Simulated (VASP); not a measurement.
Here is a VASP 6.6.1 calculation.

Contents of INCAR:

```
SYSTEM = MgS
ALGO     = Normal         ! electronic algorithm
EDIFF    = 1E-7           ! SCF threshold, eV
ENCUT    = 520            ! plane-wave cutoff, eV
GGA      = PS             ! functional
ISIF     = 2              ! what is computed and relaxed
ISMEAR   = 0              ! smearing method
LASPH    = .True.         ! aspherical terms in the spheres
LCHARG   = .True.         ! write CHGCAR
LELF     = .True.         ! ELF
LREAL    = .False.        ! projectors in reciprocal space
LVHAR    = .True.       
LWAVE    = .False.        ! write WAVECAR
NBANDS   = 16             ! bands
NELM     = 60             ! most SCF steps
PREC     = Accurate       ! precision mode
SIGMA    = 0.02           ! smearing width, eV
```

The input KPOINTS:

```
k-points
0
Gamma
  6 6 4
  0 0 0
```

File POSCAR:

```
MgS
1.0
    4.0892225587      0.0000000000      0.0000000000
   -2.0446112793      3.5413706175      0.0000000000
    0.0000000000      0.0000000000      6.3019120918
Mg S
2 2
Direct
    0.6666666667      0.3333333333      0.4923853559
    0.3333333333      0.6666666667      0.9923853559
    0.3333333333      0.6666666667      0.3826136441
    0.6666666667      0.3333333333      0.8826136441
```

Potentials or basis: VASP PAW PBE potentials, release 64 (Mg, S).

Run with:

```sh
$ cat potpaw_PBE.64/Mg/POTCAR potpaw_PBE.64/S/POTCAR > POTCAR
$ mpirun -np 1 vasp_std > vasp.out
```

Question: What does it give for the pressure?

Answer: -0.9 GPa.

Question: Estimate the band gap on the k mesh.

Answer: 3.12 eV, direct.

Stress tensor (GPa, compression positive):
```
-1.31  0.00  0.00
 0.00 -1.31  0.00
 0.00  0.00 -0.09
```

Caveat: the cell differs from its parent crystal (biaxial strain in the a-b plane: +1.5 %, then relaxed in part); the PAW data sets were made with another functional, which shifts forces and pressure a little.
